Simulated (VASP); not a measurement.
Runs of VASP 6.6.1 on CuO. The structure is that of space group P4_2/mmc (No. 131), or close to it. The cells are those of the table. 

```csv
level,potentials or basis,cell,k mesh,cutoff (eV),grid for exact exchange (PRECFOCK),share of exact exchange,gap on the mesh (eV),pressure (GPa)
RPBE,"VASP PAW PBE potentials, release 64 (Cu_sv_GW, O)","a = 3.376, b = 3.376, c = 4.203 Å, 4 atoms",8 × 8 × 6,820,-,-,none,6.2
RPBE,"VASP PAW PBE potentials, release 64 (Cu_sv_GW, O)","a = 3.399, b = 3.399, c = 4.232 Å, 4 atoms",8 × 8 × 6,820,-,-,none,(b)
PBE,"VASP PAW PBE potentials, release 64 (Cu_sv_GW, O_h)","a = 2.784, b = 2.784, c = 5.139 Å, 4 atoms",8 × 8 × 6,1340,-,-,none,19.6
PBE,"VASP PAW PBE potentials, release 64 (Cu_sv_GW, O_h)","a = 2.719, b = 2.719, c = 5.151 Å, 4 atoms",8 × 8 × 6,1340,-,-,none,29.7
r2SCAN-based global hybrid with 35 % exact exchange,"VASP PAW PBE potentials, release 64 (Cu, O)","a = 3.422, b = 3.422, c = 4.260 Å, 4 atoms",5 × 5 × 4,520,Normal,0.35,none,(a)
```

Alike in all rows: task single point; no spin polarisation; smearing fermi-dirac 0.05 eV.

**Question.** Estimate the missing entries.

**Answer.** (a) -8.5; (b) 3.4.

Caveats: some runs use coarse meshes; semilocal functionals often make such compounds metallic where correlation or magnetic order opens a gap, which also shifts bond lengths (at least some runs); the PAW data sets were made with another functional, which shifts forces and pressure a little (at least some runs); the cell stands under pressure (at least some runs); the stress differs along the axes, from -7 to 33 GPa (at least some runs); the stress differs along the axes, from -9 to 29 GPa (at least some runs).

A gap of «none» marks levels without a gap at the run's occupations.

The runs don't all hold the same shells in valence.
